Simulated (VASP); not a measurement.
# ZrB2 (P6/mmm) in VASP: settings compared

ZrB2 is run at these levels: PBE, RPBE+D3(BJ); tasks: single point.

Program: VASP 6.6.1. These are calculated values, not measurements. Logs are shortened: lines on timing, memory, paths and dates and some standing lists are left out, and cuts for length are marked.

## Step 1: The cell of the first run

Symmetry: P6/mmm, No. 191, hexagonal system. The conventional cell has a = 3.105 Å, b = 3.105 Å, c = 3.461 Å, α = 90.00°, β = 90.00°, γ = 120.00°. Zr (site symmetry 6/mmm) has 12 B at 2.49 Å and 6 Zr at 3.11 Å within 3.3 Å. B (site symmetry -6m2) has 3 B at 1.79 Å within 2.4 Å.

## Step 2: Single point, PBE (volume scaled by 0.94)

File INCAR:

```
SYSTEM = ZrB2
PREC     = Accurate       ! precision mode
ENCUT    = 520            ! plane-wave cutoff, eV
EDIFF    = 1E-7           ! SCF threshold, eV
ISMEAR   = -1             ! smearing method
SIGMA    = 0.05           ! smearing width, eV
LREAL    = .FALSE.        ! projectors in reciprocal space
LASPH    = .TRUE.         ! aspherical terms in the spheres
NELM     = 100            ! most SCF steps
ALGO     = Normal         ! electronic algorithm
ISIF     = 2              ! what is computed and relaxed
LWAVE    = .FALSE.        ! write WAVECAR
LCHARG   = .FALSE.        ! write CHGCAR
GGA      = PE             ! functional
NBANDS   = 16             ! bands
```

File KPOINTS:

```
Automatic mesh
0
G
  10 10 8
  0 0 0
```

File POSCAR:

```
ZrB2
1.0
    3.1052879646      0.0000000000      0.0000000000
   -1.5526439823      2.6892582634      0.0000000000
    0.0000000000      0.0000000000      3.4608777221
Zr B
1 2
Direct
    0.0000000000      0.0000000000      0.0000000000
    0.6666666667      0.3333333333      0.5000000000
    0.3333333333      0.6666666667      0.5000000000
```

Potentials or basis: VASP PAW PBE potentials, release 64 (Zr_sv, B).

Launch:

```sh
$ cat potpaw_PBE.64/Zr_sv/POTCAR potpaw_PBE.64/B/POTCAR > POTCAR
$ mpirun -np 1 vasp_std > vasp.out
```

OUTCAR:

```text
SYSTEM = ZrB2
   PREC = Accurate
   ENCUT = 520
   EDIFF = 1E-7
   ISMEAR = -1
   LREAL = .FALSE.
   LASPH = .TRUE.
   NELM = 100
   ISIF = 2
   GGA = PE

 ion  position               nearest neighbor table
   1  0.000  0.000  0.000-   2 2.49   3 2.49   2 2.49   3 2.49   3 2.49   3 2.49   2 2.49   2 2.49
                             2 2.49   2 2.49   3 2.49   3 2.49
   2  0.667  0.333  0.500-   3 1.79   3 1.79   3 1.79   1 2.49   1 2.49   1 2.49   1 2.49   1 2.49
                             1 2.49
   3  0.333  0.667  0.500-   2 1.79   2 1.79   2 1.79   1 2.49   1 2.49   1 2.49   1 2.49   1 2.49
                             1 2.49

  LATTYP: Found a hexagonal cell.
 ALAT       =     3.1052879646
 C/A-ratio  =     1.1145110410

  Lattice vectors:

 A1 = (   3.1052879646,   0.0000000000,   0.0000000000)
 A2 = (  -1.5526439823,   2.6892582634,   0.0000000000)
 A3 = (   0.0000000000,   0.0000000000,   3.4608777221)

Analysis of symmetry for initial positions (statically):
=====================================================================
 Subroutine PRICEL returns:
 Original cell was already a primitive cell.

 Routine SETGRP: Setting up the symmetry group for a
 hexagonal supercell.

 Subroutine GETGRP returns: Found 24 space group operations
 (whereof 24 operations were pure point group operations)
 out of a pool of 24 trial point group operations.

The static configuration has the point symmetry D_6h.

Analysis of symmetry for dynamics (positions and initial velocities):
=====================================================================
 Subroutine PRICEL returns:
 Original cell was already a primitive cell.

 Routine SETGRP: Setting up the symmetry group for a
 hexagonal supercell.

 Subroutine GETGRP returns: Found 24 space group operations
 (whereof 24 operations were pure point group operations)
 out of a pool of 24 trial point group operations.

The dynamic configuration has the point symmetry D_6h.

 Subroutine INISYM returns: Found 24 space group operations
 (whereof 24 operations are pure point group operations),
 and found     1 'primitive' translations

----------------------------------------------------------------------------------------

                                     Primitive cell

  volume of cell :      28.9015

  direct lattice vectors                    reciprocal lattice vectors
     3.105287965  0.000000000  0.000000000     0.322031326  0.185924873  0.000000000
    -1.552643982  2.689258263  0.000000000     0.000000000  0.371849745  0.000000000
     0.000000000  0.000000000  3.460877722     0.000000000  0.000000000  0.288944043

  length of vectors
     3.105287965  3.105287965  3.460877722     0.371849745  0.371849745  0.288944043

  position of ions in fractional coordinates (direct lattice)
     0.000000000  0.000000000  0.000000000
     0.666666667  0.333333333  0.500000000
     0.333333333  0.666666667  0.500000000

  ion indices of the primitive-cell ions
   primitive index   ion index
                 1           1
                 2           2
                 3           3

----------------------------------------------------------------------------------------

 KPOINTS: Automatic mesh

Automatic generation of k-mesh.
 Grid dimensions read from file:
 generate k-points for:   10   10    8

 Generating k-lattice:

  Cartesian coordinates                     Fractional coordinates (reciprocal lattice)
     0.032203133  0.018592487  0.000000000     0.100000000 -0.000000000  0.000000000
     0.000000000  0.037184975  0.000000000     0.000000000  0.100000000  0.000000000
     0.000000000  0.000000000  0.036118005     0.000000000  0.000000000  0.125000000

  Length of vectors
     0.037184975  0.037184975  0.036118005

  Shift w.r.t. Gamma in fractional coordinates (k-lattice)
     0.000000000  0.000000000  0.000000000

 Subroutine IBZKPT returns following result:
 ===========================================

 Found     70 irreducible k-points:

 Following reciprocal coordinates:
            Coordinates               Weight
  0.000000  0.000000  0.000000      1.000000
  0.100000 -0.000000  0.000000      6.000000
  0.200000 -0.000000  0.000000      6.000000
  0.300000  0.000000  0.000000      6.000000
  0.400000  0.000000  0.000000      6.000000
  0.500000 -0.000000  0.000000      3.000000
[... 16 lines left out ...]
  0.300000  0.100000  0.125000     24.000000
  0.400000  0.100000  0.125000     24.000000
 [... further k-points ...]
   k-points           NKPTS =     70   k-points in BZ     NKDIM =     70   number of bands    NBANDS=     16
   number of dos      NEDOS =    301   number of ions     NIONS =      3
   total plane-waves  NPLWV =  16128
   dimension x,y,z NGX =    24 NGY =   24 NGZ =   28
   dimension x,y,z NGXF=    48 NGYF=   48 NGZF=   56
   ions per type =               1   2
   NGX,Y,Z   is equivalent  to a cutoff of  12.85, 12.85, 13.45 a.u.
   NGXF,Y,Z  is equivalent  to a cutoff of  25.70, 25.70, 26.90 a.u.
 SYSTEM =  ZrB2
   PREC   = accura    normal or accurate (medium, high low for compatibility)
   ISTART =      0    job   : 0-new  1-cont  2-samecut
   ICHARG =      2    charge: 1-file 2-atom 10-const
   ISPIN  =      1    spin polarized calculation?
   LNONCOLLINEAR =      F non collinear calculations
   LSORBIT =      F    spin-orbit coupling
   LASPH  =      T    aspherical Exc in radial PAW
   ENCUT  =  520.0 eV  38.22 Ry    6.18 a.u.   5.77  5.77  6.43*2*pi/ulx,y,z
   NELM   =    100;   NELMIN=  2; NELMDL= -5     # of ELM steps
   EDIFF  = 0.1E-06   stopping-criterion for ELM
   LREAL  =      F    real-space projection
   EDIFFG = 0.1E-05   stopping-criterion for IOM
   NSW    =      0    number of steps for IOM
   IBRION =     -1    ionic relax: 0-MD 1-quasi-New 2-CG
   NFREE  =      0    steps in history (QN), initial steepest desc. (CG)
   ISIF   =      2    stress and relaxation
   ISYM   =      2    0-nonsym 1-usesym 2-fastsym
   POTIM  = 0.5000    time-step for ionic-motion
   TEBEG  =    0.0;   TEEND  =   0.0 temperature during run
   PSTRESS=    0.0 pullay stress
   NELECT =      18.0000    total number of electrons
   NUPDOWN=      -1.0000    fix difference up-down
   EMIN   =  10.00;   EMAX   =-10.00  energy-range for DOS
   EFERMI =   0.00;   METHOD = LEGACY
   ISMEAR =    -1;   SIGMA  =   0.05  broadening in eV -4-tet -1-fermi 0-gaus
   EFERMI_NEDOS =   21; number of points for ismear=-14 and -15
   IALGO  =     38    algorithm
   IMIX   =      4    mixing-type and parameters
     AMIX     =   0.40;   BMIX     =  1.00
     AMIX_MAG =   1.60;   BMIX_MAG =  1.00
  volume/ion in A,a.u.               =       9.63        65.01
  Fermi-wavevector in a.u.,A,eV,Ry     =   1.398059  2.641948 26.593519  1.954569
  Thomas-Fermi vector in A             =   2.521254
   LORBIT       =      0    0 simple, 1 ext, 2 COOP (PROOUT), +10 PAW based schemes
   GGA     = PE    functional components
   LHFCALC =     F    Hartree Fock is set to
   AEXX    =    0.0000 exact exchange contribution
   IVDW    =     0    specifies the selected vdW correction
   LEPSILON=     F    determine dielectric tensor
   LRPA    =     F    only Hartree local field effects (RPA)
 non-spin polarized calculation
  energy-cutoff  :      520.00
  volume of cell :       28.90
 maximum number of plane-waves:       792
 NGX is ok and might be reduce to    24
   NGX = 11   NGY = 11   NGZ = 13

 number of electron      18.0000000 magnetization

 Free energy of the ion-electron system (eV)
  ---------------------------------------------------
  ext. energy  EPLUGINS =         0.00000000
  ---------------------------------------------------
  free energy    TOTEN  =       -24.87095852 eV

  energy without entropy =      -24.86828457  energy(sigma->0) =      -24.86962154

 E-fermi :  11.1230     XC(G=0): -12.7367

 val. band max:       11.0908980615   @ k =   0.2000   0.2000   0.1250
 cond. band min:      11.2907492794   @ k =   0.1000  -0.0000   0.5000
 fundamental gap:      0.1998512180
 Fermi energy:        11.1229996229

 k-point     1 :       0.0000    0.0000    0.0000
  band No.  band energies     occupation
      1     -37.2114      2.00000
      2     -15.4315      2.00000
      3     -14.7841      2.00000
      4     -14.7841      2.00000
      5      -1.7870      2.00000
      6       8.4692      2.00000
[... 8 lines left out ...]
     15      16.6253      0.00000
     16      16.6253      0.00000

 k-point     2 :       0.1000   -0.0000    0.0000
  band No.  band energies     occupation
      1     -37.1972      2.00000
      2     -15.4109      2.00000
      3     -14.9035      2.00000
      4     -14.8097      2.00000
      5      -1.5747      2.00000
      6       7.8994      2.00000
[... 8 lines left out ...]
     15      17.4570      0.00000
     16      17.9114      0.00000

 k-point     3 :       0.2000   -0.0000    0.0000
  band No.  band energies     occupation
      1     -37.1597      2.00000
      2     -15.3564      2.00000
      3     -15.2052      2.00000
      4     -14.8760      2.00000
      5      -0.9777      2.00000
      6       6.6394      2.00000
[... 8 lines left out ...]
     15      18.4069      0.00000
     16      19.3881      0.00000

 k-point     4 :       0.3000    0.0000    0.0000
  band No.  band energies     occupation
      1     -37.1130      2.00000
      2     -15.5590      2.00000
      3     -15.2883      2.00000
      4     -14.9565      2.00000
      5      -0.0829      2.00000
      6       5.2031      2.00000
[... 8 lines left out ...]
     15      19.5575      0.00000
     16      21.8742      0.00000
[... 324 lines left out ...]
 k-point    22 :       0.2000    0.1000    0.1250
  band No.  band energies     occupation
      1     -37.1256      2.00000
      2     -15.4097      2.00000
      3     -15.3671      2.00000
      4     -14.9535      2.00000
      5      -0.2543      2.00000
      6       5.8512      2.00000
[... 8 lines left out ...]
     15      19.0024      0.00000
     16      20.4663      0.00000

 k-point    23 :       0.3000    0.1000    0.1250
  band No.  band energies     occupation
      1     -37.0831      2.00000
      2     -15.6914      2.00000
      3     -15.3086      2.00000
      4     -15.0472      2.00000
      5       0.6829      2.00000
      6       4.4302      2.00000
[... 8 lines left out ...]
     15      19.3670      0.00000
     16      22.3436      0.00000

 k-point    24 :       0.4000    0.1000    0.1250
  band No.  band energies     occupation
      1     -37.0566      2.00000
      2     -15.8641      2.00000
      3     -15.2675      2.00000
      4     -15.1042      2.00000
      5       1.8004      2.00000
      6       3.0612      2.00000
[... 8 lines left out ...]
     15      20.2180      0.00000
     16      22.0103      0.00000

 [... further k-points ...]
[... 5 lines left out ...]
  --------------------------------------------------------------------------------------
  -------------------------------------------------------------------------------------
  Total        3.2254341      3.2254341      3.2250216      0.0000000      0.0000000     -0.0000000
  in kB      178.8043609    178.8043609    178.7814949      0.0000000      0.0000000     -0.0000000
  external PRESSURE =     178.7967389 kB  Pullay stress =       0.0000000 kB

 VOLUME and BASIS-vectors are now :
 -----------------------------------------------------------------------------
  energy-cutoff  :      520.00
  volume of cell :       28.90
      direct lattice vectors                 reciprocal lattice vectors
     3.105287965  0.000000000  0.000000000     0.322031326  0.185924873  0.000000000
    -1.552643982  2.689258263  0.000000000     0.000000000  0.371849745  0.000000000
     0.000000000  0.000000000  3.460877722     0.000000000  0.000000000  0.288944043

 POSITION                                       TOTAL-FORCE (eV/Angst)
 -----------------------------------------------------------------------------------
      0.00000      0.00000      0.00000         0.000000      0.000000     -0.000000
      1.55264      0.89642      1.73044         0.000000      0.000000     -0.000000
     -0.00000      1.79284      1.73044        -0.000000     -0.000000      0.000000
 -----------------------------------------------------------------------------------
    total drift:                               -0.000000      0.000000      0.000000

  FREE ENERGIE OF THE ION-ELECTRON SYSTEM (eV)
  ---------------------------------------------------
  free  energy   TOTEN  =       -24.8709585151 eV

  energy  without entropy=      -24.8682845668  energy(sigma->0) =      -24.86962154
```

It took 69 s on 1 thread of AMD EPYC 7R13, shared host; peak memory 0.13 GiB.

Results:

- Free energy: -24.8710 eV
- Pressure: 17.9 GPa
- Band gap on the k mesh: zero (band 9 reaches 11.84 eV, above the bottom of band 10 at 10.96 eV)

Caveat: the cell differs from its parent crystal (volume scaled by 0.94).

## Step 3: Single point, PBE (volume scaled by 0.96)

File INCAR:

```
SYSTEM = ZrB2
ALGO     = Normal         ! electronic algorithm
EDIFF    = 1E-6           ! SCF threshold, eV
ENCUT    = 520            ! plane-wave cutoff, eV
GGA      = PE             ! functional
ISIF     = 2              ! what is computed and relaxed
ISMEAR   = -1             ! smearing method
LASPH    = .True.         ! aspherical terms in the spheres
LCHARG   = .False.        ! write CHGCAR
LREAL    = .False.        ! projectors in reciprocal space
LWAVE    = .False.        ! write WAVECAR
NBANDS   = 16             ! bands
NELM     = 80             ! most SCF steps
PREC     = Accurate       ! precision mode
SIGMA    = 0.05           ! smearing width, eV
```

File KPOINTS:

```
k-points
0
Gamma
  10 10 8
  0 0 0
```

File POSCAR:

```
ZrB2
1.0
    3.1271569103      0.0000000000      0.0000000000
   -1.5635784551      2.7081973259      0.0000000000
    0.0000000000      0.0000000000      3.4852509034
Zr B
1 2
Direct
    0.0000000000      0.0000000000      0.0000000000
    0.6666666667      0.3333333333      0.5000000000
    0.3333333333      0.6666666667      0.5000000000
```

Potentials or basis: VASP PAW PBE potentials, release 64 (Zr_sv, B).

Launch:

```sh
$ cat potpaw_PBE.64/Zr_sv/POTCAR potpaw_PBE.64/B/POTCAR > POTCAR
$ mpirun -np 1 vasp_std > vasp.out
```

Run time: 68 s. Hardware: 1 thread of AMD EPYC 7R13, shared host; peak memory 0.13 GiB.

It converged, with:

- Free energy: -24.9279 eV
- Pressure: 11.7 GPa
- Band gap on the k mesh: zero (band 9 reaches 11.59 eV, above the bottom of band 10 at 10.73 eV)

Stress tensor (GPa, compression positive):
```
11.54  0.00  0.00
 0.00 11.54  0.00
 0.00  0.00 11.93
```

Levels at points of the mesh, in eV from the Fermi level:
```csv
k point,band 7,band 8,band 9,band 10,band 11,band 12
"(0.00, 0.00, 0.00)",-2.62,-2.58,-2.23,3.69,3.69,4.48
"(0.50, 0.00, 0.00)",-3.94,-3.01,-2.70,2.41,2.52,5.29
"(0.00, 0.00, 0.50)",-0.88,-0.88,0.44,0.44,0.91,0.91
"(0.50, 0.00, 0.50)",-4.66,-4.17,-1.81,4.05,4.39,5.69
```

Caveat: the cell differs from its parent crystal (volume scaled by 0.96).

## Step 4: Single point, PBE (volume scaled by 1.04)

File INCAR:

```
SYSTEM = ZrB2
ALGO     = Normal         ! electronic algorithm
EDIFF    = 1E-6           ! SCF threshold, eV
ENCUT    = 520            ! plane-wave cutoff, eV
GGA      = PE             ! functional
ISIF     = 2              ! what is computed and relaxed
ISMEAR   = -1             ! smearing method
LASPH    = .TRUE.         ! aspherical terms in the spheres
LCHARG   = .FALSE.        ! write CHGCAR
LREAL    = .FALSE.        ! projectors in reciprocal space
LWAVE    = .FALSE.        ! write WAVECAR
NBANDS   = 16             ! bands
NELM     = 60             ! most SCF steps
PREC     = Accurate       ! precision mode
SIGMA    = 0.05           ! smearing width, eV
```

File KPOINTS:

```
k-points
0
G
  10 10 8
  0 0 0
```

File POSCAR:

```
ZrB2
1.0
    3.2117153101      0.0000000000      0.0000000000
   -1.6058576551      2.7814270483      0.0000000000
    0.0000000000      0.0000000000      3.5794921737
Zr B
1 2
Direct
    0.0000000000      0.0000000000      0.0000000000
    0.6666666667      0.3333333333      0.5000000000
    0.3333333333      0.6666666667      0.5000000000
```

Launch:

```sh
$ cat potpaw_PBE.64/Zr_sv/POTCAR potpaw_PBE.64/B/POTCAR > POTCAR
$ mpirun -np 1 vasp_std > vasp.out
```

Wall time 71 s (1 thread of AMD EPYC 7R13, shared host); peak memory 0.14 GiB.

Results (log left out):

- Free energy: -24.9489 eV
- Pressure: -7.9 GPa
- Band gap on the k mesh: zero (band 9 reaches 10.65 eV, above the bottom of band 10 at 9.88 eV)

Stress tensor (GPa, compression positive):
```
-8.54  0.00  0.00
 0.00 -8.54  0.00
 0.00  0.00 -6.58
```

Levels at points of the mesh, in eV from the Fermi level:
```csv
k point,band 5,band 6,band 7,band 8,band 9,band 10,band 11,band 12,band 13,band 14
"(0.00, 0.00, 0.00)",-12.46,-2.47,-2.47,-2.42,-2.28,3.30,3.30,4.06,4.06,4.67
"(0.50, 0.00, 0.00)",-8.71,-8.41,-3.68,-2.93,-2.49,2.24,2.27,4.75,4.80,6.35
"(0.00, 0.00, 0.50)",-10.58,-6.77,-0.87,-0.87,0.39,0.39,0.82,0.82,1.82,5.02
"(0.50, 0.00, 0.50)",-9.66,-6.87,-4.39,-3.92,-2.01,3.62,3.96,5.09,5.96,6.23
```

Caveat: the cell differs from its parent crystal (volume scaled by 1.04).

## Step 5: Single point, RPBE+D3(BJ)

This run uses another cell than the first one, of 9.05 Å³/atom, 0.939 times its volume.

File INCAR:

```
SYSTEM = ZrB2
ALGO = Normal ; EDIFF = 1E-6
ENCUT = 520 ; GGA = RP
ISIF = 2 ; ISMEAR = -1
IVDW = 12 ; LASPH = .True.
LCHARG = .False. ; LREAL = .False.
LWAVE = .False. ; NBANDS = 16
NELM = 60 ; PREC = Accurate
SIGMA = 0.05
```

File KPOINTS:

```
k-points
0
Gamma
  10 10 8
  0 0 0
```

File POSCAR:

```
ZrB2
1.0
    3.0469051315      0.0000000000      0.0000000000
   -1.5234525657      2.6386972468      0.0000000000
    0.0000000000      0.0000000000      3.3768384903
Zr B
1 2
Direct
    0.0000000000      0.0000000000      0.0000000000
    0.6666666667      0.3333333333      0.5000000000
    0.3333333333      0.6666666667      0.5000000000
```

Launch:

```sh
$ cat potpaw_PBE.64/Zr_sv/POTCAR potpaw_PBE.64/B/POTCAR > POTCAR
$ mpirun -np 1 vasp_std > vasp.out
```

Wall time 25 s (1 thread of AMD EPYC 7R43 (Zen 3), shared host); peak memory 0.14 GiB.

Results (log left out):

* Free energy: -30.5609 eV
* Pressure: 0.1 GPa
* Band gap on the k mesh: zero (band 9 reaches 12.65 eV, above the bottom of band 10 at 11.76 eV)
* Dispersion energy per atom: -2.398 eV

Levels at points of the mesh, in eV from the Fermi level:
```csv
k point,band 6,band 7,band 8,band 9,band 10,band 11,band 12,band 13
"(0.00, 0.00, 0.00)",-2.80,-2.80,-2.74,-2.08,4.11,4.11,5.03,5.03
"(0.50, 0.00, 0.00)",-8.44,-4.19,-3.07,-2.94,2.63,2.79,5.85,6.02
"(0.00, 0.00, 0.50)",-7.16,-0.91,-0.91,0.43,0.43,1.00,1.00,2.39
"(0.50, 0.00, 0.50)",-6.98,-4.97,-4.44,-1.54,4.63,4.82,6.32,7.64
```

Caveat: the PAW data sets were made with another functional, which shifts forces and pressure a little; pairwise dispersion overbinds metals, which lowers pressure and volume.

## Step 6: Overview

| level | cell | gap on the mesh (eV) | pressure (GPa) |
| --- | --- | --- | --- |
| PBE | a = 3.105, b = 3.105, c = 3.461 Å, angles 90.0, 90.0, 120.0°, 3 atoms | none | 17.9 |
| PBE | a = 3.127, b = 3.127, c = 3.485 Å, angles 90.0, 90.0, 120.0°, 3 atoms | none | 11.7 |
| PBE | a = 3.212, b = 3.212, c = 3.579 Å, angles 90.0, 90.0, 120.0°, 3 atoms | none | -7.9 |
| RPBE+D3(BJ) | a = 3.047, b = 3.047, c = 3.377 Å, angles 90.0, 90.0, 120.0°, 3 atoms | none | 0.1 |

Alike in all rows: task single point; potentials or basis VASP PAW PBE potentials, release 64 (Zr_sv, B); no spin polarisation; k mesh 10 × 10 × 8; cutoff (eV) 520; smearing fermi-dirac 0.05 eV.

Caveats: the PAW data sets were made with another functional, which shifts forces and pressure a little (some runs); pairwise dispersion overbinds metals, which lowers pressure and volume (some runs).

Absolute energies hang on the potentials; compare differences alone.
